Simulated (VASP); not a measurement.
# Zn3CdTe4 (P-4m2) in VASP: single point with PBE

Aim: the single point of Zn3CdTe4 with PBE.

Program: VASP 6.6.1. These are calculated values, not measurements. Logs are shortened: lines on timing, memory, paths and dates and some standing lists are left out, and cuts for length are marked.

### 1 The cell of the first run

Symmetry: P-4m2, No. 115, tetragonal system. Conventional cell: a = 4.441 Å, b = 4.441 Å, c = 12.615 Å, α = 90.00°, β = 90.00°, γ = 90.00°. Zn (site symmetry 2mm) has 4 Te at 2.68 to 2.69 Å within 3.5 Å. Zn (site symmetry -4m2) has 4 Te at 2.69 Å within 3.5 Å. Cd (site symmetry -4m2) has 4 Te at 2.84 Å within 3.7 Å. Te (site symmetry 2mm) has 4 Zn at 2.69 Å within 3.5 Å. Te (site symmetry 2mm) has 2 Zn at 2.68 Å and 2 Cd at 2.84 Å within 3.5 Å.

### 2 Single point, PBE

Contents of INCAR:

```
PREC = Accurate
ENCUT = 520
EDIFF = 1E-7
ISMEAR = 0
SIGMA = 0.02
LREAL = False
LASPH = True
NELM = 80
ALGO = Normal
ISIF = 2
LWAVE = False
LCHARG = False
GGA = PE
NBANDS = 46
```

Contents of KPOINTS:

```
regular mesh
0
Gamma
  6 6 4
```

Contents of POSCAR:

```
Zn3CdTe4
1.0
    4.4408875042      0.0000000000      0.0000000000
    0.0000000000      4.4408875042      0.0000000000
    0.0000000000      0.0000000000     12.6147685813
Zn Cd Te
3 1 4
Direct
    0.0000000000      0.0000000000      0.7595796082
    0.5000000000      0.5000000000      0.0000000000
    0.0000000000      0.0000000000      0.2404203918
    0.5000000000      0.5000000000      0.5000000000
    0.5000000000      0.0000000000      0.8798210645
    0.0000000000      0.5000000000      0.1201789355
    0.5000000000      0.0000000000      0.3599049887
    0.0000000000      0.5000000000      0.6400950113
```

Potentials or basis: VASP PAW PBE potentials, release 64 (Zn, Cd, Te).

Launch:

```bash
$ cat potpaw_PBE.64/Zn/POTCAR potpaw_PBE.64/Cd/POTCAR potpaw_PBE.64/Te/POTCAR > POTCAR
$ mpirun -np 1 vasp_std > vasp.out
```

OUTCAR:

```text
PREC = Accurate
   ENCUT = 520
   EDIFF = 1E-7
   ISMEAR = 0
   LREAL = False
   LASPH = True
   NELM = 80
   ISIF = 2
   GGA = PE

 ion  position               nearest neighbor table
   1  0.000  0.000  0.760-   8 2.68   8 2.68   5 2.69   5 2.69
   2  0.500  0.500  0.000-   5 2.69   6 2.69   5 2.69   6 2.69
   3  0.000  0.000  0.240-   7 2.68   7 2.68   6 2.69   6 2.69
   4  0.500  0.500  0.500-   7 2.84   8 2.84   7 2.84   8 2.84
   5  0.500  0.000  0.880-   2 2.69   2 2.69   1 2.69   1 2.69
   6  0.000  0.500  0.120-   2 2.69   2 2.69   3 2.69   3 2.69
   7  0.500  0.000  0.360-   3 2.68   3 2.68   4 2.84   4 2.84
   8  0.000  0.500  0.640-   1 2.68   1 2.68   4 2.84   4 2.84

  LATTYP: Found a simple tetragonal cell.
 ALAT       =     4.4408875042
 C/A-ratio  =     2.8405962928

  Lattice vectors:

 A1 = (   4.4408875042,   0.0000000000,   0.0000000000)
 A2 = (   0.0000000000,   4.4408875042,   0.0000000000)
 A3 = (   0.0000000000,   0.0000000000,  12.6147685813)

Analysis of symmetry for initial positions (statically):
=====================================================================
 Subroutine PRICEL returns:
 Original cell was already a primitive cell.

 Routine SETGRP: Setting up the symmetry group for a
 simple tetragonal supercell.

 Subroutine GETGRP returns: Found  8 space group operations
 (whereof  8 operations were pure point group operations)
 out of a pool of 16 trial point group operations.

The static configuration has the point symmetry D_2d.

Analysis of symmetry for dynamics (positions and initial velocities):
=====================================================================
 Subroutine PRICEL returns:
 Original cell was already a primitive cell.

 Routine SETGRP: Setting up the symmetry group for a
 simple tetragonal supercell.

 Subroutine GETGRP returns: Found  8 space group operations
 (whereof  8 operations were pure point group operations)
 out of a pool of 16 trial point group operations.

The dynamic configuration has the point symmetry D_2d.

 Subroutine INISYM returns: Found  8 space group operations
 (whereof  8 operations are pure point group operations),
 and found     1 'primitive' translations

----------------------------------------------------------------------------------------

                                     Primitive cell

  volume of cell :     248.7819

  direct lattice vectors                    reciprocal lattice vectors
     4.440887504  0.000000000  0.000000000     0.225180214  0.000000000  0.000000000
     0.000000000  4.440887504  0.000000000     0.000000000  0.225180214  0.000000000
     0.000000000  0.000000000 12.614768581     0.000000000  0.000000000  0.079272164

  length of vectors
     4.440887504  4.440887504 12.614768581     0.225180214  0.225180214  0.079272164

  position of ions in fractional coordinates (direct lattice)
     0.000000000  0.000000000  0.759579608
     0.500000000  0.500000000  0.000000000
     0.000000000  0.000000000  0.240420392
     0.500000000  0.500000000  0.500000000
     0.500000000  0.000000000  0.879821064
     0.000000000  0.500000000  0.120178936
     0.500000000  0.000000000  0.359904989
     0.000000000  0.500000000  0.640095011

  ion indices of the primitive-cell ions
   primitive index   ion index
                 1           1
                 2           2
                 3           3
                 4           4
                 5           5
                 6           6
                 7           7
                 8           8

----------------------------------------------------------------------------------------

 KPOINTS: regular mesh

Automatic generation of k-mesh.
 Grid dimensions read from file:
 generate k-points for:    6    6    4

 Generating k-lattice:

  Cartesian coordinates                     Fractional coordinates (reciprocal lattice)
     0.037530036  0.000000000  0.000000000     0.166666667  0.000000000  0.000000000
     0.000000000  0.037530036  0.000000000     0.000000000  0.166666667  0.000000000
     0.000000000  0.000000000  0.019818041     0.000000000  0.000000000  0.250000000

  Length of vectors
     0.037530036  0.037530036  0.019818041

  Shift w.r.t. Gamma in fractional coordinates (k-lattice)
     0.000000000  0.000000000  0.000000000

 Subroutine IBZKPT returns following result:
 ===========================================

 Found     30 irreducible k-points:

 Following reciprocal coordinates:
            Coordinates               Weight
  0.000000  0.000000  0.000000      1.000000
  0.166667  0.000000  0.000000      4.000000
  0.333333  0.000000  0.000000      4.000000
  0.500000  0.000000  0.000000      2.000000
  0.166667  0.166667  0.000000      4.000000
  0.333333  0.166667  0.000000      8.000000
[... 16 lines left out ...]
  0.333333  0.000000  0.500000      4.000000
  0.500000  0.000000  0.500000      2.000000
 [... further k-points ...]
   k-points           NKPTS =     30   k-points in BZ     NKDIM =     30   number of bands    NBANDS=     46
   number of dos      NEDOS =    301   number of ions     NIONS =      8
   total plane-waves  NPLWV = 124416
   dimension x,y,z NGX =    36 NGY =   36 NGZ =   96
   dimension x,y,z NGXF=    72 NGYF=   72 NGZF=  192
   ions per type =               3   1   4
   NGX,Y,Z   is equivalent  to a cutoff of  13.48, 13.48, 12.65 a.u.
   NGXF,Y,Z  is equivalent  to a cutoff of  26.95, 26.95, 25.30 a.u.
 SYSTEM =  unknown system
   PREC   = accura    normal or accurate (medium, high low for compatibility)
   ISTART =      0    job   : 0-new  1-cont  2-samecut
   ICHARG =      2    charge: 1-file 2-atom 10-const
   ISPIN  =      1    spin polarized calculation?
   LNONCOLLINEAR =      F non collinear calculations
   LSORBIT =      F    spin-orbit coupling
   LASPH  =      T    aspherical Exc in radial PAW
   ENCUT  =  520.0 eV  38.22 Ry    6.18 a.u.   8.26  8.26 23.46*2*pi/ulx,y,z
   NELM   =     80;   NELMIN=  2; NELMDL= -5     # of ELM steps
   EDIFF  = 0.1E-06   stopping-criterion for ELM
   LREAL  =      F    real-space projection
   EDIFFG = 0.1E-05   stopping-criterion for IOM
   NSW    =      0    number of steps for IOM
   IBRION =     -1    ionic relax: 0-MD 1-quasi-New 2-CG
   NFREE  =      0    steps in history (QN), initial steepest desc. (CG)
   ISIF   =      2    stress and relaxation
   ISYM   =      2    0-nonsym 1-usesym 2-fastsym
   POTIM  = 0.5000    time-step for ionic-motion
   TEBEG  =    0.0;   TEEND  =   0.0 temperature during run
   PSTRESS=    0.0 pullay stress
   NELECT =      72.0000    total number of electrons
   NUPDOWN=      -1.0000    fix difference up-down
   EMIN   =  10.00;   EMAX   =-10.00  energy-range for DOS
   EFERMI =   0.00;   METHOD = LEGACY
   ISMEAR =     0;   SIGMA  =   0.02  broadening in eV -4-tet -1-fermi 0-gaus
   EFERMI_NEDOS =   21; number of points for ismear=-14 and -15
   IALGO  =     38    algorithm
   IMIX   =      4    mixing-type and parameters
     AMIX     =   0.40;   BMIX     =  1.00
     AMIX_MAG =   1.60;   BMIX_MAG =  1.00
  volume/ion in A,a.u.               =      31.10       209.86
  Fermi-wavevector in a.u.,A,eV,Ry     =   1.082878  2.046342 15.954518  1.172624
  Thomas-Fermi vector in A             =   2.218930
   LORBIT       =      0    0 simple, 1 ext, 2 COOP (PROOUT), +10 PAW based schemes
   GGA     = PE    functional components
   LHFCALC =     F    Hartree Fock is set to
   AEXX    =    0.0000 exact exchange contribution
   IVDW    =     0    specifies the selected vdW correction
   LEPSILON=     F    determine dielectric tensor
   LRPA    =     F    only Hartree local field effects (RPA)
 non-spin polarized calculation
 Gauss-broadening in eV      SIGMA  =   0.02
  energy-cutoff  :      520.00
  volume of cell :      248.78
 maximum number of plane-waves:      6755
 NGX is ok and might be reduce to    36
   NGX = 17   NGY = 17   NGZ = 47

 number of electron      72.0000030 magnetization

 Free energy of the ion-electron system (eV)
  ---------------------------------------------------
  ext. energy  EPLUGINS =         0.00000000
  ---------------------------------------------------
  free energy    TOTEN  =       -20.30394181 eV

  energy without entropy =      -20.30394181  energy(sigma->0) =      -20.30394181

 E-fermi :   2.7093     XC(G=0):  -8.6610

 val. band max:        2.5831960962   @ k =   0.0000   0.0000   0.0000
 cond. band min:       3.4593661072   @ k =   0.0000   0.0000   0.0000
 fundamental gap:      0.8761700109
 Fermi energy:         2.7092598423

 k-point     1 :       0.0000    0.0000    0.0000
  band No.  band energies     occupation
      1      -8.8218      2.00000
      2      -8.4503      2.00000
      3      -8.2750      2.00000
      4      -7.8677      2.00000
      5      -5.5885      2.00000
      6      -5.5885      2.00000
[... 38 lines left out ...]
     45       7.0687      0.00000
     46       7.0751      0.00000

 k-point     2 :       0.1667    0.0000    0.0000
  band No.  band energies     occupation
      1      -8.7162      2.00000
      2      -8.3831      2.00000
      3      -8.2252      2.00000
      4      -7.8731      2.00000
      5      -5.5859      2.00000
      6      -5.5773      2.00000
[... 38 lines left out ...]
     45       7.2204      0.00000
     46       7.6217      0.00000

 k-point     3 :       0.3333    0.0000    0.0000
  band No.  band energies     occupation
      1      -8.4452      2.00000
      2      -8.2356      2.00000
      3      -8.1285      2.00000
      4      -7.9333      2.00000
      5      -5.5808      2.00000
      6      -5.5434      2.00000
[... 1018 lines left out ...]
     45       7.7014      0.00000
     46       7.9068      0.00000

 k-point    24 :       0.5000    0.0000    0.5000
  band No.  band energies     occupation
      1      -8.1731      2.00000
      2      -8.1320      2.00000
      3      -8.1311      2.00000
      4      -8.0676      2.00000
      5      -5.5781      2.00000
      6      -5.5247      2.00000
[... 38 lines left out ...]
     45       7.8428      0.00000
     46       7.8994      0.00000

 [... further k-points ...]

------------------------ aborting loop because EDIFF is reached ----------------------------------------

  FORCE on cell =-STRESS in cart. coord.  units (eV):
  Direction    XX          YY          ZZ          XY          YZ          ZX
  --------------------------------------------------------------------------------------
  -------------------------------------------------------------------------------------
  Total        0.1104683      0.1104683      0.1832853      0.0000000     -0.0000000      0.0000000
  in kB        0.7114258      0.7114258      1.1803736      0.0000000     -0.0000000      0.0000000
  external PRESSURE =       0.8677417 kB  Pullay stress =       0.0000000 kB

 VOLUME and BASIS-vectors are now :
 -----------------------------------------------------------------------------
  energy-cutoff  :      520.00
  volume of cell :      248.78
      direct lattice vectors                 reciprocal lattice vectors
     4.440887504  0.000000000  0.000000000     0.225180214  0.000000000  0.000000000
     0.000000000  4.440887504  0.000000000     0.000000000  0.225180214  0.000000000
     0.000000000  0.000000000 12.614768581     0.000000000  0.000000000  0.079272164

 POSITION                                       TOTAL-FORCE (eV/Angst)
 -----------------------------------------------------------------------------------
      0.00000      0.00000      9.58192        -0.000000     -0.000000     -0.004212
      2.22044      2.22044      0.00000         0.000000      0.000000     -0.000000
      0.00000      0.00000      3.03285         0.000000     -0.000000      0.004212
      2.22044      2.22044      6.30738         0.000000     -0.000000     -0.000000
      2.22044      0.00000     11.09874         0.000000     -0.000000      0.000981
      0.00000      2.22044      1.51603         0.000000     -0.000000     -0.000981
      2.22044      0.00000      4.54012         0.000000     -0.000000     -0.005763
      0.00000      2.22044      8.07465         0.000000     -0.000000      0.005763
 -----------------------------------------------------------------------------------
    total drift:                                0.000000      0.000000      0.000000

  FREE ENERGIE OF THE ION-ELECTRON SYSTEM (eV)
  ---------------------------------------------------
  free  energy   TOTEN  =       -20.3039418134 eV

  energy  without entropy=      -20.3039418134  energy(sigma->0) =      -20.30394181
```

Run time: 8.9 min. Hardware: 1 thread of Oxide Virtual Turin-like, shared host; peak memory 0.49 GiB.

What came out:

```
Free energy            : -20.3039 eV
Pressure               : 0.1 GPa
Largest force          : 0.006 eV/Å
Band gap on the k mesh : 0.88 eV
```

Forces in eV/Å, atoms in the order of the input:
```
Zn   0.000  0.000 -0.004
Zn   0.000  0.000  0.000
Zn   0.000  0.000  0.004
Cd   0.000  0.000  0.000
Te   0.000  0.000  0.001
Te   0.000  0.000 -0.001
Te   0.000  0.000 -0.006
Te   0.000  0.000  0.006
```

Caveat: spin-orbit coupling is left out, which moves the levels of the heavy elements.
